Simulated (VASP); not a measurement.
# SnO (Cmme) in VASP: further runs, part 2 of 2

VASP 6.6.1. Earlier steps stand in the parts before.

## 4. Single point, PBEsol (strain +0.0050 x Voigt [0, 0, 0, 0, 0, 1])

INCAR

```
SYSTEM = SnO
PREC = Accurate ; ENCUT = 520
EDIFF = 1E-6 ; ISMEAR = 0
SIGMA = 0.15 ; LREAL = .False.
LASPH = .True. ; NELM = 80
ALGO = Normal ; ISIF = 2
LWAVE = .False. ; LCHARG = .False.
GGA = PS ; NBANDS = 28
```

KPOINTS

```
Automatic mesh
0
Gamma
  12 12 10
  0 0 0
```

POSCAR

```
SnO
1.0
    3.8020000000      0.0095050000      0.0000000000
    0.0095050000      3.8020000000      0.0000000000
    0.0000000000      0.0000000000      4.8360000000
Sn O
2 2
Direct
    0.0000000000      0.5000000000      0.2385000000
    0.5000000000      0.0000000000      0.7615000000
    0.0000000000      0.0000000000      0.0000000000
    0.5000000000      0.5000000000      0.0000000000
```

Potentials or basis: VASP PAW PBE potentials, release 64 (Sn_d, O).

Run with:

```console
$ cat potpaw_PBE.64/Sn_d/POTCAR potpaw_PBE.64/O/POTCAR > POTCAR
$ mpirun -np 1 vasp_std > vasp.out
```

OUTCAR:

```text
SYSTEM = SnO
   PREC = Accurate
   ENCUT = 520
   EDIFF = 1E-6
   ISMEAR = 0
   LREAL = .False.
   LASPH = .True.
   NELM = 80
   ISIF = 2
   GGA = PS

 ion  position               nearest neighbor table
   1  0.000  0.500  0.239-   3 2.22   4 2.22   3 2.22   4 2.22   2 3.54   2 3.54   2 3.55   2 3.55
                             2 3.69   2 3.69   2 3.70   2 3.70
   2  0.500  0.000  0.761-   3 2.22   4 2.22   4 2.22   3 2.22   1 3.54   1 3.54   1 3.55   1 3.55
                             1 3.69   1 3.69   1 3.70   1 3.70
   3  0.000  0.000  0.000-   1 2.22   2 2.22   1 2.22   2 2.22
   4  0.500  0.500  0.000-   1 2.22   2 2.22   2 2.22   1 2.22

[... 949 lines left out ...]
  -------------------------------------------------------------------------------------
  Total        0.1394996      0.1394996     -0.0477152     -0.1814163      0.0000000      0.0000000
  in kB        3.1972443      3.1972443     -1.0936021     -4.1579481      0.0000000      0.0000000
  external PRESSURE =       1.7669621 kB  Pullay stress =       0.0000000 kB

 VOLUME and BASIS-vectors are now :
 -----------------------------------------------------------------------------
  energy-cutoff  :      520.00
  volume of cell :       69.90
      direct lattice vectors                 reciprocal lattice vectors
     3.802000000  0.009505000  0.000000000     0.263021107 -0.000657553  0.000000000
     0.009505000  3.802000000  0.000000000    -0.000657553  0.263021107  0.000000000
     0.000000000  0.000000000  4.836000000     0.000000000  0.000000000  0.206782465

 POSITION                                       TOTAL-FORCE (eV/Angst)
 -----------------------------------------------------------------------------------
      0.00475      1.90100      1.15339         0.000000      0.000000      0.146423
      1.90100      0.00475      3.68261        -0.000000      0.000000     -0.146423
      0.00000      0.00000      0.00000        -0.000000      0.000000      0.000000
      1.90575      1.90575      0.00000         0.000000      0.000000      0.000000
 -----------------------------------------------------------------------------------
    total drift:                                0.000000      0.000000      0.000000

  FREE ENERGIE OF THE ION-ELECTRON SYSTEM (eV)
  ---------------------------------------------------
  free  energy   TOTEN  =       -24.2115482891 eV

  energy  without entropy=      -24.2103302074  energy(sigma->0) =      -24.21093925
```

OSZICAR:

```text
N       E                     dE             d eps       ncg     rms          rms(c)
DAV:   1     0.414050321146E+03    0.41405E+03   -0.19898E+04 14976   0.219E+03
DAV:   2     0.353574816023E+02   -0.37869E+03   -0.36377E+03 14848   0.540E+02
DAV:   3    -0.245066627997E+02   -0.59864E+02   -0.58664E+02 16544   0.180E+02
DAV:   4    -0.273871560588E+02   -0.28805E+01   -0.28658E+01 16584   0.419E+01
DAV:   5    -0.274556133336E+02   -0.68457E-01   -0.68448E-01 15788   0.701E+00    0.108E+01
DAV:   6    -0.242764369380E+02    0.31792E+01   -0.14459E+01 23508   0.431E+01    0.482E+00
DAV:   7    -0.242465753347E+02    0.29862E-01   -0.17822E+00 17172   0.805E+00    0.242E+00
DAV:   8    -0.242214684740E+02    0.25107E-01   -0.28612E-01 17848   0.349E+00    0.762E-01
DAV:   9    -0.242108647233E+02    0.10604E-01   -0.43912E-02 22864   0.226E+00    0.216E-01
DAV:  10    -0.242118164892E+02   -0.95177E-03   -0.63257E-03 20052   0.761E-01    0.123E-01
DAV:  11    -0.242115308612E+02    0.28563E-03   -0.14865E-03 22300   0.371E-01    0.204E-02
DAV:  12    -0.242115554766E+02   -0.24615E-04   -0.20977E-04 14976   0.820E-02    0.288E-02
DAV:  13    -0.242115486211E+02    0.68555E-05   -0.23063E-05 18864   0.339E-02    0.379E-03
DAV:  14    -0.242115482891E+02    0.33203E-06   -0.19914E-06 11280   0.124E-02
   1 F= -.24211548E+02 E0= -.24210939E+02  d E =-.121808E-02
```

stdout:

```text
POSCAR found type information on POSCAR SnO
 POSCAR found :  2 types and       4 ions
 scaLAPACK will be used
 -----------------------------------------------------------------------------
|                                                                             |
|                                                                             |
|     You enforced a specific xc type in the INCAR file but a different       |
|     I HOPE YOU KNOW WHAT YOU ARE DOING!                                     |
|                                                                             |
 -----------------------------------------------------------------------------

 LDA part: xc-table for (Slater+PW92), standard interpolation
 POSCAR, INCAR and KPOINTS ok, starting setup
 FFT: planning ... GRIDC
 FFT: planning ... GRID_SOFT
 FFT: planning ... GRID
 WAVECAR not read
 entering main loop
```

Wall time 2.6 min (1 thread of Intel Xeon 6975P-C (Granite Rapids), shared host); peak memory 0.47 GiB.

What came out:

```yaml
Free_energy: -24.2115 eV
Pressure: 0.2 GPa
Largest_force: 0.146 eV/Å
Band_gap_on_the_k_mesh: zero (bands 20 and 21 overlap by 0.01 eV)
```

Forces on the atoms (eV/Å):
```
Sn   0.000  0.000  0.146
Sn   0.000  0.000 -0.146
O    0.000  0.000  0.000
O    0.000  0.000  0.000
```

Levels at points of the mesh, in eV from the Fermi level:
```csv
k point,band 17,band 18,band 19,band 20,band 21,band 22,band 23,band 24
"(0.00, 0.00, 0.00)",-3.61,-3.33,-3.26,-0.11,1.94,4.18,4.53,4.57
"(0.50, 0.00, 0.00)",-5.00,-5.00,-2.85,-2.85,3.04,3.04,5.78,5.78
"(0.50, 0.50, 0.00)",-2.65,-2.60,-2.01,-1.99,-0.10,-0.09,4.23,4.27
"(0.00, 0.00, 0.50)",-3.35,-3.28,-3.24,-2.35,1.48,2.78,2.81,3.53
"(0.50, 0.00, 0.50)",-4.96,-4.96,-1.86,-1.86,2.43,2.43,5.28,5.28
"(0.50, 0.50, 0.50)",-2.85,-2.79,-2.65,-2.60,2.19,2.20,3.87,3.89
```

Caveat: the cell differs from its parent crystal (strain +0.0050 x Voigt [0, 0, 0, 0, 0, 1]); semilocal functionals underestimate gaps, so a narrow gap can read as zero; the PAW data sets were made with another functional, which shifts forces and pressure a little; spin-orbit coupling is left out, which moves the levels of the heavy elements.

## 5. Single point, PBEsol (strain +0.0175 x Voigt [0, 0, 0, 0, 0, 1])

INCAR

```
SYSTEM = SnO
PREC     = Accurate       ! precision mode
ENCUT    = 520            ! plane-wave cutoff, eV
EDIFF    = 1E-7           ! SCF threshold, eV
ISMEAR   = 0              ! smearing method
SIGMA    = 0.15           ! smearing width, eV
LREAL    = .FALSE.        ! projectors in reciprocal space
LASPH    = .TRUE.         ! aspherical terms in the spheres
NELM     = 100            ! most SCF steps
ALGO     = Normal         ! electronic algorithm
ISIF     = 2              ! what is computed and relaxed
LWAVE    = .FALSE.        ! write WAVECAR
LCHARG   = .FALSE.        ! write CHGCAR
GGA      = PS             ! functional
NBANDS   = 28             ! bands
```

KPOINTS

```
Automatic mesh
0
G
  12 12 10
  0 0 0
```

POSCAR: that of step 4 with these lines changed.

```diff
@@ -2,4 +2,4 @@
 1.0
-    3.8020000000      0.0095050000      0.0000000000
-    0.0095050000      3.8020000000      0.0000000000
+    3.8020000000      0.0332675000      0.0000000000
+    0.0332675000      3.8020000000      0.0000000000
     0.0000000000      0.0000000000      4.8360000000
```

Potentials or basis: VASP PAW PBE potentials, release 64 (Sn_d, O).

Run with:

```console
$ cat potpaw_PBE.64/Sn_d/POTCAR potpaw_PBE.64/O/POTCAR > POTCAR
$ mpirun -np 1 vasp_std > vasp.out
```

OUTCAR:

```text
SYSTEM = SnO
   PREC = Accurate
   ENCUT = 520
   EDIFF = 1E-7
   ISMEAR = 0
   LREAL = .FALSE.
   LASPH = .TRUE.
   NELM = 100
   ISIF = 2
   GGA = PS

 ion  position               nearest neighbor table
   1  0.000  0.500  0.239-   3 2.22   4 2.22   3 2.22   4 2.22   2 3.52   2 3.52   2 3.56   2 3.56
                             2 3.67   2 3.67   2 3.71   2 3.71
   2  0.500  0.000  0.761-   3 2.22   4 2.22   4 2.22   3 2.22   1 3.52   1 3.52   1 3.56   1 3.56
                             1 3.67   1 3.67   1 3.71   1 3.71
   3  0.000  0.000  0.000-   1 2.22   2 2.22   1 2.22   2 2.22
   4  0.500  0.500  0.000-   1 2.22   2 2.22   2 2.22   1 2.22

  LATTYP: Found a base centered orthorhombic cell.
 ALAT       =     5.3297926145
 B/A-ratio  =     1.0176544767
 C/A-ratio  =     0.9073523774

  Lattice vectors:

 A1 = (  -0.0332675000,  -3.8020000000,   0.0000000000)
 A2 = (   3.8020000000,   0.0332675000,   0.0000000000)
 A3 = (   0.0000000000,   0.0000000000,   4.8360000000)

Analysis of symmetry for initial positions (statically):
=====================================================================
 Subroutine PRICEL returns:
 Original cell was already a primitive cell.

 Routine SETGRP: Setting up the symmetry group for a
 base centered orthorhombic supercell.

 Subroutine GETGRP returns: Found  8 space group operations
 (whereof  4 operations were pure point group operations)
 out of a pool of  8 trial point group operations.

The static configuration has the point symmetry D_2 .
 The point group associated with its full space group is D_2h.

Analysis of symmetry for dynamics (positions and initial velocities):
=====================================================================
 Subroutine PRICEL returns:
 Original cell was already a primitive cell.

 Routine SETGRP: Setting up the symmetry group for a
 base centered orthorhombic supercell.

 Subroutine GETGRP returns: Found  8 space group operations
[... 126 lines left out ...]
   IMIX   =      4    mixing-type and parameters
     AMIX     =   0.40;   BMIX     =  1.00
     AMIX_MAG =   1.60;   BMIX_MAG =  1.00
  volume/ion in A,a.u.               =      17.48       117.93
  Fermi-wavevector in a.u.,A,eV,Ry     =   1.359155  2.568431 25.134084  1.847303
  Thomas-Fermi vector in A             =   2.485927
   LORBIT       =      0    0 simple, 1 ext, 2 COOP (PROOUT), +10 PAW based schemes
   GGA     = PS    functional components
   LHFCALC =     F    Hartree Fock is set to
   AEXX    =    0.0000 exact exchange contribution
   IVDW    =     0    specifies the selected vdW correction
   LEPSILON=     F    determine dielectric tensor
   LRPA    =     F    only Hartree local field effects (RPA)
 non-spin polarized calculation
 Gauss-broadening in eV      SIGMA  =   0.15
  energy-cutoff  :      520.00
  volume of cell :       69.90
 maximum number of plane-waves:      1904
   NGX = 15   NGY = 15   NGZ = 17

 number of electron      39.9999993 magnetization

 Free energy of the ion-electron system (eV)
  ---------------------------------------------------
  ext. energy  EPLUGINS =         0.00000000
  ---------------------------------------------------
  free energy    TOTEN  =       -24.20642398 eV

  energy without entropy =      -24.20519637  energy(sigma->0) =      -24.20581018

 E-fermi :   7.1543     XC(G=0): -10.4982

 val. band max:        7.0761580382   @ k =   0.5000   0.5000   0.0000
 cond. band min:       7.1895409444   @ k =   0.5000   0.5000   0.1000
 fundamental gap:      0.1133829061
 Fermi energy:         7.1542537543

 k-point     1 :       0.0000    0.0000    0.0000
  band No.  band energies     occupation
      1     -14.8773      2.00000
      2     -14.4370      2.00000
      3     -14.4262      2.00000
      4     -14.4234      2.00000
      5     -14.3801      2.00000
      6     -14.3752      2.00000
[... 733 lines left out ...]
     27      14.9824      0.00000
     28      15.5164      0.00000

 [... further k-points ...]

------------------------ aborting loop because EDIFF is reached ----------------------------------------

  FORCE on cell =-STRESS in cart. coord.  units (eV):
  Direction    XX          YY          ZZ          XY          YZ          ZX
  --------------------------------------------------------------------------------------
  -------------------------------------------------------------------------------------
  Total        0.1525828      0.1525828     -0.0376431     -0.6351249      0.0000000      0.0000000
  in kB        3.4973477      3.4973477     -0.8628167    -14.5576902      0.0000000      0.0000000
  external PRESSURE =       2.0439595 kB  Pullay stress =       0.0000000 kB

 VOLUME and BASIS-vectors are now :
 -----------------------------------------------------------------------------
  energy-cutoff  :      520.00
  volume of cell :       69.90
      direct lattice vectors                 reciprocal lattice vectors
     3.802000000  0.033267500  0.000000000     0.263039602 -0.002301597  0.000000000
     0.033267500  3.802000000  0.000000000    -0.002301597  0.263039602  0.000000000
     0.000000000  0.000000000  4.836000000     0.000000000  0.000000000  0.206782465

 POSITION                                       TOTAL-FORCE (eV/Angst)
 -----------------------------------------------------------------------------------
      0.01663      1.90100      1.15339        -0.000000      0.000000      0.146611
      1.90100      0.01663      3.68261        -0.000000      0.000000     -0.146611
      0.00000      0.00000      0.00000         0.000000      0.000000      0.000000
      1.91763      1.91763      0.00000        -0.000000      0.000000      0.000000
 -----------------------------------------------------------------------------------
    total drift:                                0.000000      0.000000      0.000000

  FREE ENERGIE OF THE ION-ELECTRON SYSTEM (eV)
  ---------------------------------------------------
  free  energy   TOTEN  =       -24.2064239814 eV

  energy  without entropy=      -24.2051963746  energy(sigma->0) =      -24.20581018
```

OSZICAR:

```text
N       E                     dE             d eps       ncg     rms          rms(c)
DAV:   1     0.414574947821E+03    0.41457E+03   -0.19893E+04 14940   0.218E+03
DAV:   2     0.357178108553E+02   -0.37886E+03   -0.36377E+03 14908   0.539E+02
DAV:   3    -0.244374229499E+02   -0.60155E+02   -0.58859E+02 16356   0.180E+02
DAV:   4    -0.273832632537E+02   -0.29458E+01   -0.29307E+01 16660   0.424E+01
DAV:   5    -0.274522653259E+02   -0.69002E-01   -0.68992E-01 15628   0.704E+00    0.108E+01
DAV:   6    -0.242711454949E+02    0.31811E+01   -0.14459E+01 23540   0.431E+01    0.481E+00
DAV:   7    -0.242415215784E+02    0.29624E-01   -0.17843E+00 17168   0.805E+00    0.242E+00
DAV:   8    -0.242163477117E+02    0.25174E-01   -0.28615E-01 17868   0.349E+00    0.762E-01
DAV:   9    -0.242057392015E+02    0.10609E-01   -0.43932E-02 22824   0.226E+00    0.216E-01
DAV:  10    -0.242066915731E+02   -0.95237E-03   -0.63192E-03 20012   0.760E-01    0.123E-01
DAV:  11    -0.242064064160E+02    0.28516E-03   -0.14824E-03 22352   0.371E-01    0.204E-02
DAV:  12    -0.242064309508E+02   -0.24535E-04   -0.20927E-04 14964   0.818E-02    0.288E-02
DAV:  13    -0.242064241622E+02    0.67886E-05   -0.23077E-05 19060   0.339E-02    0.370E-03
DAV:  14    -0.242064239157E+02    0.24651E-06   -0.25983E-06 20924   0.122E-02    0.259E-03
DAV:  15    -0.242064239814E+02   -0.65686E-07   -0.14102E-07 11336   0.295E-03
   1 F= -.24206424E+02 E0= -.24205810E+02  d E =-.122761E-02
```

stdout:

```text
POSCAR found type information on POSCAR SnO
 POSCAR found :  2 types and       4 ions
 scaLAPACK will be used
 -----------------------------------------------------------------------------
|                                                                             |
|                                                                             |
|     You enforced a specific xc type in the INCAR file but a different       |
|     I HOPE YOU KNOW WHAT YOU ARE DOING!                                     |
|                                                                             |
 -----------------------------------------------------------------------------

 LDA part: xc-table for (Slater+PW92), standard interpolation
 POSCAR, INCAR and KPOINTS ok, starting setup
 FFT: planning ... GRIDC
 FFT: planning ... GRID_SOFT
 FFT: planning ... GRID
 WAVECAR not read
 entering main loop
```

It took 8.1 min on 1 thread of Intel Xeon 8259CL, shared host; peak memory 0.49 GiB.

What came out:

```
Free energy            : -24.2064 eV
Pressure               : 0.2 GPa
Largest force          : 0.147 eV/Å
Band gap on the k mesh : zero (bands 20 and 21 overlap by 0.02 eV)
```

Forces on the atoms (eV/Å):
```
Sn   0.000  0.000  0.147
Sn   0.000  0.000 -0.147
O    0.000  0.000  0.000
O    0.000  0.000  0.000
```

Caveat: the cell differs from its parent crystal (strain +0.0175 x Voigt [0, 0, 0, 0, 0, 1]); semilocal functionals underestimate gaps, so a narrow gap can read as zero; the PAW data sets were made with another functional, which shifts forces and pressure a little; spin-orbit coupling is left out, which moves the levels of the heavy elements.

## 6. The runs side by side

```tsv
cell	gap on the mesh (eV)	pressure (GPa)	largest force (eV/Å)
a = 3.802, b = 3.802, c = 4.836 Å, angles 90.0, 90.0, 89.1°, 4 atoms	none	0.2	0.15
a = 3.802, b = 3.802, c = 4.836 Å, angles 90.0, 90.0, 90.6°, 4 atoms	none	0.2	0.15
a = 3.802, b = 3.802, c = 4.836 Å, angles 90.0, 90.0, 89.7°, 4 atoms	none	0.2	0.15
a = 3.802, b = 3.802, c = 4.836 Å, angles 90.0, 90.0, 89.0°, 4 atoms	none	0.2	0.15
```

Alike in all rows: task single point; level PBEsol; potentials or basis VASP PAW PBE potentials, release 64 (Sn_d, O); no spin polarisation; k mesh 12 × 12 × 10; cutoff (eV) 520; smearing gaussian 0.15 eV.

Caveats: semilocal functionals underestimate gaps, so a narrow gap can read as zero; the PAW data sets were made with another functional, which shifts forces and pressure a little; spin-orbit coupling is left out, which moves the levels of the heavy elements.

Total energies depend on the potentials used, so only differences within one code and one set of settings carry meaning.
